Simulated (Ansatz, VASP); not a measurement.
## BN in VASP and in Ansatz

```xyz
4
Lattice="2.6543 0.0255 0.0096 -1.3050 2.2604 -0.0191 0.0158 -0.0274 4.3776" Properties=species:S:1:pos:R:3 pbc="T T T"
B     1.3491    0.5328    4.2946
B     0.2054    1.3977    2.0963
N     1.4308    1.0128    2.8189
N    -0.2512    1.5669    0.6206
```

Alike in both runs: task single point; functional PBE; k mesh 12 × 12 × 6; occupations gaussian, width 0.02 eV; no spin polarisation.

|  | VASP | Ansatz |
| --- | --- | --- |
| version | VASP 6.6.1 | Ansatz 0.2.0 |
| potentials or method | VASP PAW PBE potentials, release 64 (B, N), cutoff 520 eV | scalar-relativistic, plane waves, PAW |
| valence electrons in the cell | 16 | 16 |

VASP gave:

```
gap on the k mesh at the Fermi level (eV)                     : 1.93
least direct gap on the mesh (eV)                             : 4.20
pressure (GPa)                                                : -15.1
traceless stress, the component that is largest in VASP (GPa) : 15.80
rms of the force components (eV/Å)                            : 2.169
```

Problem. Estimate Ansatz's values.

Solution. gap on the k mesh at the Fermi level (eV): 1.94; least direct gap on the mesh (eV): 4.21; pressure (GPa): -15.1; traceless stress, the component that is largest in VASP (GPa): 15.82; rms of the force components (eV/Å): 2.164.

Atom by atom the forces differ by 0.007 eV/Å (rms over components). The functional is the same, so the differences come from potentials, cutoffs and numerics. Ansatz's warnings: structure snapped to symmetry.
